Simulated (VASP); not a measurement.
# Ta2N (P-3m1) in VASP: notebook

Ta2N is run at these levels: LDA; tasks: single point.

Everything below comes from runs of VASP 6.6.1. Logs are shortened: lines on timing, memory, paths and dates and some standing lists are left out, and cuts for length are marked.

## 1. The cell of the first run

It takes space group P-3m1 (No. 164, trigonal). Conventional cell: a = 3.062 Å, b = 3.062 Å, c = 4.787 Å, α = 90.00°, β = 90.00°, γ = 120.00°. Ta (site symmetry 3m) has 3 N at 2.14 Å within 2.8 Å. Within 2.8 Å of N (site symmetry -3m) lie 6 Ta at 2.14 Å.

## 2. Single point, LDA

INCAR

```
PREC     = Accurate       # precision mode
ENCUT    = 700            # plane-wave cutoff, eV
EDIFF    = 1E-6           # SCF threshold, eV
ISMEAR   = 0              # smearing method
SIGMA    = 0.15           # smearing width, eV
LREAL    = F              # projectors in reciprocal space
LASPH    = T              # aspherical terms in the spheres
NELM     = 120            # most SCF steps
ALGO     = Normal         # electronic algorithm
ISIF     = 2              # what is computed and relaxed
LWAVE    = F              # write WAVECAR
LCHARG   = F              # write CHGCAR
GGA      = CA             # functional
NBANDS   = 22             # bands
GGA_COMPAT= F
```

KPOINTS

```
Automatic mesh
0
Gamma
  18 18 10
```

POSCAR

```
Ta2N
1.0
    3.0618406011      0.0000000000      0.0000000000
   -1.5309203006      2.6516317429      0.0000000000
    0.0000000000      0.0000000000      4.7871626750
Ta N
2 1
Direct
    0.6666666667      0.3333333333      0.7466885012
    0.3333333333      0.6666666667      0.2533114988
    0.0000000000      0.0000000000      0.0000000000
```

Potentials or basis: VASP PAW LDA potentials, release 64 (Ta_sv_GW, N).

The run is started by

```bash
cat potpaw_LDA.64/Ta_sv_GW/POTCAR potpaw_LDA.64/N/POTCAR > POTCAR
mpirun -np 1 vasp_std > vasp.out
```

OUTCAR:

```text
PREC = Accurate
   ENCUT = 700
   EDIFF = 1E-6
   ISMEAR = 0
   LREAL = F
   LASPH = T
   NELM = 120
   ISIF = 2
   GGA = CA

 ion  position               nearest neighbor table
   1  0.667  0.333  0.747-   3 2.14   3 2.14   3 2.14   2 2.95   2 2.95   2 2.95   2 3.00   2 3.00
                             2 3.00
   2  0.333  0.667  0.253-   3 2.14   3 2.14   3 2.14   1 2.95   1 2.95   1 2.95   1 3.00   1 3.00
                             1 3.00
   3  0.000  0.000  0.000-   1 2.14   2 2.14   1 2.14   2 2.14   1 2.14   2 2.14

  LATTYP: Found a hexagonal cell.
 ALAT       =     3.0618406011
 C/A-ratio  =     1.5634918007

  Lattice vectors:

 A1 = (   3.0618406011,   0.0000000000,   0.0000000000)
 A2 = (  -1.5309203006,   2.6516317429,   0.0000000000)
 A3 = (   0.0000000000,   0.0000000000,   4.7871626750)

Analysis of symmetry for initial positions (statically):
=====================================================================
 Subroutine PRICEL returns:
 Original cell was already a primitive cell.

 Routine SETGRP: Setting up the symmetry group for a
 hexagonal supercell.

 Subroutine GETGRP returns: Found 12 space group operations
 (whereof 12 operations were pure point group operations)
 out of a pool of 24 trial point group operations.

The static configuration has the point symmetry D_3d.

Analysis of symmetry for dynamics (positions and initial velocities):
=====================================================================
 Subroutine PRICEL returns:
 Original cell was already a primitive cell.

 Routine SETGRP: Setting up the symmetry group for a
 hexagonal supercell.

 Subroutine GETGRP returns: Found 12 space group operations
 (whereof 12 operations were pure point group operations)
 out of a pool of 24 trial point group operations.

The dynamic configuration has the point symmetry D_3d.

 Subroutine INISYM returns: Found 12 space group operations
 (whereof 12 operations are pure point group operations),
 and found     1 'primitive' translations

----------------------------------------------------------------------------------------

                                     Primitive cell

  volume of cell :      38.8664

  direct lattice vectors                    reciprocal lattice vectors
[... 84 lines left out ...]
   LNONCOLLINEAR =      F non collinear calculations
   LSORBIT =      F    spin-orbit coupling
   LASPH  =      T    aspherical Exc in radial PAW
   ENCUT  =  700.0 eV  51.45 Ry    7.17 a.u.   6.61  6.61 10.33*2*pi/ulx,y,z
   NELM   =    120;   NELMIN=  2; NELMDL= -5     # of ELM steps
   EDIFF  = 0.1E-05   stopping-criterion for ELM
   LREAL  =      F    real-space projection
   EDIFFG = 0.1E-04   stopping-criterion for IOM
   NSW    =      0    number of steps for IOM
   IBRION =     -1    ionic relax: 0-MD 1-quasi-New 2-CG
   NFREE  =      0    steps in history (QN), initial steepest desc. (CG)
   ISIF   =      2    stress and relaxation
   ISYM   =      2    0-nonsym 1-usesym 2-fastsym
   POTIM  = 0.5000    time-step for ionic-motion
   TEBEG  =    0.0;   TEEND  =   0.0 temperature during run
   PSTRESS=    0.0 pullay stress
   NELECT =      31.0000    total number of electrons
   NUPDOWN=      -1.0000    fix difference up-down
   EMIN   =  10.00;   EMAX   =-10.00  energy-range for DOS
   EFERMI =   0.00;   METHOD = LEGACY
   ISMEAR =     0;   SIGMA  =   0.15  broadening in eV -4-tet -1-fermi 0-gaus
   EFERMI_NEDOS =   21; number of points for ismear=-14 and -15
   IALGO  =     38    algorithm
   IMIX   =      4    mixing-type and parameters
     AMIX     =   0.40;   BMIX     =  1.00
     AMIX_MAG =   1.60;   BMIX_MAG =  1.00
  volume/ion in A,a.u.               =      12.96        87.43
  Fermi-wavevector in a.u.,A,eV,Ry     =   1.518229  2.869038 31.361709  2.305021
  Thomas-Fermi vector in A             =   2.627378
   LORBIT       =      0    0 simple, 1 ext, 2 COOP (PROOUT), +10 PAW based schemes
   GGA     = CA    functional components
   LHFCALC =     F    Hartree Fock is set to
   AEXX    =    0.0000 exact exchange contribution
   IVDW    =     0    specifies the selected vdW correction
   LEPSILON=     F    determine dielectric tensor
   LRPA    =     F    only Hartree local field effects (RPA)
 non-spin polarized calculation
 Gauss-broadening in eV      SIGMA  =   0.15
  energy-cutoff  :      700.00
  volume of cell :       38.87
 maximum number of plane-waves:      1677
 NGX is ok and might be reduce to    28
   NGX = 13   NGY = 13   NGZ = 21

 number of electron      30.9999999 magnetization

 Free energy of the ion-electron system (eV)
  ---------------------------------------------------
  ext. energy  EPLUGINS =         0.00000000
  ---------------------------------------------------
  free energy    TOTEN  =       -42.66428075 eV

  energy without entropy =      -42.65099444  energy(sigma->0) =      -42.65763759

 E-fermi :  12.2416     XC(G=0): -13.7434

 val. band max:       12.2414775654   @ k =   0.2222   0.0000   0.0000
 cond. band min:      12.2457609123   @ k =   0.0556   0.0556   0.0000
 fundamental gap:      0.0042833469
 Fermi energy:        12.2415910701

 k-point     1 :       0.0000    0.0000    0.0000
  band No.  band energies     occupation
      1     -55.8852      2.00000
      2     -55.7856      2.00000
      3     -23.2500      2.00000
      4     -22.3658      2.00000
      5     -22.3658      2.00000
      6     -22.2176      2.00000
[... 589 lines left out ...]
     21      17.2101      0.00000
     22      17.3615      0.00000

 [... further k-points ...]

------------------------ aborting loop because EDIFF is reached ----------------------------------------

  FORCE on cell =-STRESS in cart. coord.  units (eV):
  Direction    XX          YY          ZZ          XY          YZ          ZX
  --------------------------------------------------------------------------------------
  -------------------------------------------------------------------------------------
  Total        0.2468780      0.2468780      0.2015004     -0.0000000      0.0000000      0.0000000
  in kB       10.1769832     10.1769832      8.3063948     -0.0000000      0.0000000      0.0000000
  external PRESSURE =       9.5534537 kB  Pullay stress =       0.0000000 kB

 VOLUME and BASIS-vectors are now :
 -----------------------------------------------------------------------------
  energy-cutoff  :      700.00
  volume of cell :       38.87
      direct lattice vectors                 reciprocal lattice vectors
     3.061840601  0.000000000  0.000000000     0.326600934  0.188563137  0.000000000
    -1.530920301  2.651631743  0.000000000     0.000000000  0.377126274  0.000000000
     0.000000000  0.000000000  4.787162675     0.000000000  0.000000000  0.208892003

 POSITION                                       TOTAL-FORCE (eV/Angst)
 -----------------------------------------------------------------------------------
      1.53092      0.88388      3.57452        -0.000000     -0.000000     -0.054861
     -0.00000      1.76775      1.21264         0.000000      0.000000      0.054861
      0.00000      0.00000      0.00000        -0.000000      0.000000     -0.000000
 -----------------------------------------------------------------------------------
    total drift:                               -0.000000      0.000000      0.000000

  FREE ENERGIE OF THE ION-ELECTRON SYSTEM (eV)
  ---------------------------------------------------
  free  energy   TOTEN  =       -42.6642807507 eV

  energy  without entropy=      -42.6509944391  energy(sigma->0) =      -42.65763759
```

stdout:

```text
POSCAR found type information on POSCAR TaN
 POSCAR found :  2 types and       3 ions
 scaLAPACK will be used
 LDA part: xc-table for (Slater(with rela. corr.)+CA(PZ))
 , standard interpolation
 POSCAR, INCAR and KPOINTS ok, starting setup
 FFT: planning ... GRIDC
 FFT: planning ... GRID_SOFT
 FFT: planning ... GRID
 WAVECAR not read
 entering main loop
```

It took 6.5 min on 1 thread of Intel Xeon Platinum 8259CL at 2.50GHz (Skylake/Cascade Lake), shared host; peak memory 0.49 GiB.

What came out:

| Item | Value |
| --- | --- |
| Free energy | -42.6643 eV |
| Pressure | 1.0 GPa |
| Largest force | 0.055 eV/Å |
| Band gap on the k mesh | zero (an odd number of electrons rules out a gap without spin polarisation) |

Forces in eV/Å, atoms in the order of the input:
```
Ta   0.000  0.000 -0.055
Ta   0.000  0.000  0.055
N    0.000  0.000  0.000
```

Levels at points of the mesh, in eV from the Fermi level:
```tsv
k point	band 12	band 13	band 14	band 15	band 16	band 17	band 18	band 19
(0.00, 0.00, 0.00)	-6.32	-4.72	-0.70	-0.27	-0.27	0.27	0.27	0.38
(0.50, 0.00, 0.00)	-6.60	-4.76	-2.55	-1.24	1.93	2.04	3.93	4.23
(0.00, 0.00, 0.50)	-6.51	-2.86	-2.57	-1.21	-1.21	1.91	2.30	2.40
(0.50, 0.00, 0.50)	-6.30	-3.43	-2.03	-2.01	-0.16	0.82	3.46	3.71
```

Caveat: spin-orbit coupling is left out, which moves the levels of the heavy elements.

## 3. Single point, LDA

INCAR

```
SYSTEM = Ta2N
ALGO     = Normal         ! electronic algorithm
EDIFF    = 1E-6           ! SCF threshold, eV
ENCUT    = 700            ! plane-wave cutoff, eV
GGA_COMPAT= .FALSE.      
ISIF     = 2              ! what is computed and relaxed
ISMEAR   = 0              ! smearing method
LASPH    = .TRUE.         ! aspherical terms in the spheres
LCHARG   = .FALSE.        ! write CHGCAR
LREAL    = .FALSE.        ! projectors in reciprocal space
LWAVE    = .FALSE.        ! write WAVECAR
NBANDS   = 22             ! bands
NELM     = 120            ! most SCF steps
PREC     = Accurate       ! precision mode
SIGMA    = 0.1            ! smearing width, eV
```

KPOINTS

```
k-points
0
G
  15 15 10
  0 0 0
```

POSCAR is that of step 2.

Potentials or basis: VASP PAW LDA potentials, release 64 (Ta_sv_GW, N).

The run is started by

```bash
cat potpaw_LDA.64/Ta_sv_GW/POTCAR potpaw_LDA.64/N/POTCAR > POTCAR
mpirun -np 1 vasp_std > vasp.out
```

It took 3.2 min on 1 thread of AMD EPYC 9R45 (Zen 5), shared host; peak memory 0.37 GiB.

It converged, with:

| Quantity | Value |
| --- | --- |
| Free energy | -42.6608 eV |
| Pressure | 0.9 GPa |
| Largest force | 0.039 eV/Å |
| Band gap on the k mesh | zero (an odd number of electrons rules out a gap without spin polarisation) |

Forces on the atoms (eV/Å):
```
Ta   0.000  0.000 -0.039
Ta   0.000  0.000  0.039
N    0.000  0.000  0.000
```

Stress tensor (GPa, compression positive):
```
0.98 0.00 0.00
0.00 0.98 0.00
0.00 0.00 0.81
```

Levels at points of the mesh, in eV from the Fermi level:
| k point | band 14 | band 15 | band 16 | band 17 | band 18 | band 19 |
| --- | --- | --- | --- | --- | --- | --- |
| (0.00, 0.00, 0.00) | -0.70 | -0.27 | -0.27 | 0.27 | 0.27 | 0.38 |
| (0.00, 0.00, 0.50) | -2.57 | -1.21 | -1.21 | 1.91 | 2.30 | 2.40 |

Caveat: spin-orbit coupling is left out, which moves the levels of the heavy elements.

## 4. Single point, LDA

INCAR

```
SYSTEM = Ta2N
PREC = Accurate
ENCUT = 700
EDIFF = 1E-6
ISMEAR = 0
SIGMA = 0.15
LREAL = .FALSE.
LASPH = .TRUE.
NELM = 120
ALGO = Normal
ISIF = 2
LWAVE = .FALSE.
LCHARG = .TRUE.
LELF = .TRUE.
LVHAR = .TRUE.
NBANDS = 22
GGA_COMPAT = .FALSE.
```

KPOINTS

```
Automatic mesh
0
G
  15 15 8
  0 0 0
```

POSCAR is that of step 3.

Potentials or basis: VASP PAW LDA potentials, release 64 (Ta_sv_GW, N).

The run is started by

```bash
cat potpaw_LDA.64/Ta_sv_GW/POTCAR potpaw_LDA.64/N/POTCAR > POTCAR
mpirun -np 1 vasp_std > vasp.out
```

OUTCAR:

```text
SYSTEM = Ta2N
   PREC = Accurate
   ENCUT = 700
   EDIFF = 1E-6
   ISMEAR = 0
   LREAL = .FALSE.
   LASPH = .TRUE.
   NELM = 120
   ISIF = 2

 ion  position               nearest neighbor table
   1  0.667  0.333  0.747-   3 2.14   3 2.14   3 2.14   2 2.95   2 2.95   2 2.95   2 3.00   2 3.00
                             2 3.00
   2  0.333  0.667  0.253-   3 2.14   3 2.14   3 2.14   1 2.95   1 2.95   1 2.95   1 3.00   1 3.00
                             1 3.00
   3  0.000  0.000  0.000-   1 2.14   2 2.14   1 2.14   2 2.14   1 2.14   2 2.14

  LATTYP: Found a hexagonal cell.
 ALAT       =     3.0618406011
 C/A-ratio  =     1.5634918007

  Lattice vectors:

 A1 = (   3.0618406011,   0.0000000000,   0.0000000000)
 A2 = (  -1.5309203006,   2.6516317429,   0.0000000000)
 A3 = (   0.0000000000,   0.0000000000,   4.7871626750)

Analysis of symmetry for initial positions (statically):
=====================================================================
 Subroutine PRICEL returns:
 Original cell was already a primitive cell.

 Routine SETGRP: Setting up the symmetry group for a
 hexagonal supercell.

 Subroutine GETGRP returns: Found 12 space group operations
 (whereof 12 operations were pure point group operations)
 out of a pool of 24 trial point group operations.

The static configuration has the point symmetry D_3d.

Analysis of symmetry for dynamics (positions and initial velocities):
=====================================================================
 Subroutine PRICEL returns:
 Original cell was already a primitive cell.

 Routine SETGRP: Setting up the symmetry group for a
 hexagonal supercell.

 Subroutine GETGRP returns: Found 12 space group operations
 (whereof 12 operations were pure point group operations)
 out of a pool of 24 trial point group operations.

The dynamic configuration has the point symmetry D_3d.

 Subroutine INISYM returns: Found 12 space group operations
[... 116 lines left out ...]
   IALGO  =     38    algorithm
   IMIX   =      4    mixing-type and parameters
     AMIX     =   0.40;   BMIX     =  1.00
     AMIX_MAG =   1.60;   BMIX_MAG =  1.00
  volume/ion in A,a.u.               =      12.96        87.43
  Fermi-wavevector in a.u.,A,eV,Ry     =   1.518229  2.869038 31.361709  2.305021
  Thomas-Fermi vector in A             =   2.627378
   LORBIT       =      0    0 simple, 1 ext, 2 COOP (PROOUT), +10 PAW based schemes
   GGA     = CA    functional components
   LHFCALC =     F    Hartree Fock is set to
   AEXX    =    0.0000 exact exchange contribution
   IVDW    =     0    specifies the selected vdW correction
   LEPSILON=     F    determine dielectric tensor
   LRPA    =     F    only Hartree local field effects (RPA)
 non-spin polarized calculation
 Gauss-broadening in eV      SIGMA  =   0.15
  energy-cutoff  :      700.00
  volume of cell :       38.87
 maximum number of plane-waves:      1677
 NGX is ok and might be reduce to    28
   NGX = 13   NGY = 13   NGZ = 21

 number of electron      30.9999999 magnetization

 Free energy of the ion-electron system (eV)
  ---------------------------------------------------
  ext. energy  EPLUGINS =         0.00000000
  ---------------------------------------------------
  free energy    TOTEN  =       -42.66405486 eV

  energy without entropy =      -42.65135458  energy(sigma->0) =      -42.65770472

 E-fermi :  12.2479     XC(G=0): -13.7433

 val. band max:       12.2446992160   @ k =   0.2000   0.0667   0.0000
 cond. band min:      12.2642272344   @ k =   0.0667   0.0667   0.1250
 fundamental gap:      0.0195280184
 Fermi energy:        12.2479470523

 k-point     1 :       0.0000    0.0000    0.0000
  band No.  band energies     occupation
      1     -55.8849      2.00000
      2     -55.7853      2.00000
      3     -23.2500      2.00000
      4     -22.3653      2.00000
      5     -22.3653      2.00000
      6     -22.2171      2.00000
[... 589 lines left out ...]
     21      16.8130      0.00000
     22      18.7074      0.00000

 [... further k-points ...]

------------------------ aborting loop because EDIFF is reached ----------------------------------------

  FORCE on cell =-STRESS in cart. coord.  units (eV):
  Direction    XX          YY          ZZ          XY          YZ          ZX
  --------------------------------------------------------------------------------------
  -------------------------------------------------------------------------------------
  Total        0.2662500      0.2662500      0.1581826     -0.0000000     -0.0000000      0.0000000
  in kB       10.9755468     10.9755468      6.5207169     -0.0000000     -0.0000000      0.0000000
  external PRESSURE =       9.4906035 kB  Pullay stress =       0.0000000 kB

 VOLUME and BASIS-vectors are now :
 -----------------------------------------------------------------------------
  energy-cutoff  :      700.00
  volume of cell :       38.87
      direct lattice vectors                 reciprocal lattice vectors
     3.061840601  0.000000000  0.000000000     0.326600934  0.188563137  0.000000000
    -1.530920301  2.651631743  0.000000000     0.000000000  0.377126274  0.000000000
     0.000000000  0.000000000  4.787162675     0.000000000  0.000000000  0.208892003

 POSITION                                       TOTAL-FORCE (eV/Angst)
 -----------------------------------------------------------------------------------
      1.53092      0.88388      3.57452         0.000000      0.000000     -0.042487
     -0.00000      1.76775      1.21264        -0.000000     -0.000000      0.042487
      0.00000      0.00000      0.00000        -0.000000      0.000000      0.000000
 -----------------------------------------------------------------------------------
    total drift:                               -0.000000      0.000000      0.000000

  FREE ENERGIE OF THE ION-ELECTRON SYSTEM (eV)
  ---------------------------------------------------
  free  energy   TOTEN  =       -42.6640548603 eV

  energy  without entropy=      -42.6513545757  energy(sigma->0) =      -42.65770472
```

stdout:

```text
POSCAR found type information on POSCAR TaN
 POSCAR found :  2 types and       3 ions
 scaLAPACK will be used
 LDA part: xc-table for (Slater(with rela. corr.)+CA(PZ))
 , standard interpolation
 POSCAR, INCAR and KPOINTS ok, starting setup
 FFT: planning ... GRIDC
 FFT: planning ... GRID_SOFT
 FFT: planning ... GRID
 WAVECAR not read
 entering main loop
```

Run time: 1.8 min. Hardware: 1 thread of AMD EPYC 9R45 (Zen 5), shared host; peak memory 0.32 GiB.

Results:

* Free energy: -42.6641 eV
* Pressure: 0.9 GPa
* Largest force: 0.042 eV/Å
* Band gap on the k mesh: zero (an odd number of electrons rules out a gap without spin polarisation)

Forces on the atoms (eV/Å):
```
Ta   0.000  0.000 -0.042
Ta   0.000  0.000  0.042
N    0.000  0.000  0.000
```

Caveat: spin-orbit coupling is left out, which moves the levels of the heavy elements.

## 5. Summary

```tsv
k mesh	smearing	gap on the mesh (eV)	pressure (GPa)	largest force (eV/Å)
18 × 18 × 10	gaussian 0.15 eV	none	1.0	0.05
15 × 15 × 10	gaussian 0.1 eV	none	0.9	0.04
15 × 15 × 8	gaussian 0.15 eV	none	0.9	0.04
```

Alike in all rows: task single point; level LDA; potentials or basis VASP PAW LDA potentials, release 64 (Ta_sv_GW, N); no spin polarisation; cell a = 3.062, b = 3.062, c = 4.787 Å, angles 90.0, 90.0, 120.0°, 3 atoms; cutoff (eV) 700.

Caveats: spin-orbit coupling is left out, which moves the levels of the heavy elements.

Total energies depend on the potentials used, so only differences within one code and one set of settings carry meaning.
